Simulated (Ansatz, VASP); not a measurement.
# Ti6H: VASP beside Ansatz

```xyz
7
Lattice="2.8322 0.0000 0.0000 0.0000 4.5795 0.0000 0.0000 0.0000 23.5511" Properties=species:S:1:pos:R:3 pbc="T T T"
Ti    1.4161    0.0000    4.0000
Ti    0.0000    2.2898    5.3220
Ti    1.4161    0.0000    6.6440
Ti    1.4161    2.2898    7.9954
Ti    0.0000    0.0000    9.2796
Ti    1.4161    2.2898   10.5511
H     1.7701    2.8622   13.5211
```

Alike in both runs: task single point; functional PBE; k mesh 9 × 6 × 1; occupations gaussian, width 0.1 eV; no spin polarisation.

|  | VASP | Ansatz |
| --- | --- | --- |
| version | VASP 6.6.1 | Ansatz 0.2.0 |
| potentials or method | VASP PAW PBE potentials, release 64 (Ti_sv, H), cutoff 520 eV | scalar-relativistic, plane waves, PAW |
| valence electrons in the cell | 73 | 73 |

```csv
,VASP,Ansatz,Ansatz less VASP
gap on the k mesh at the Fermi level (eV),none,none,-
rms of the force components (eV/Å),0.359,0.359,+0.0004
```

Atom by atom the forces differ by 0.004 eV/Å (rms over components). A gap of «none» marks a metal or a gap that the smearing closes. With one functional, cell and mesh, what is left measures potentials, basis and numerics.
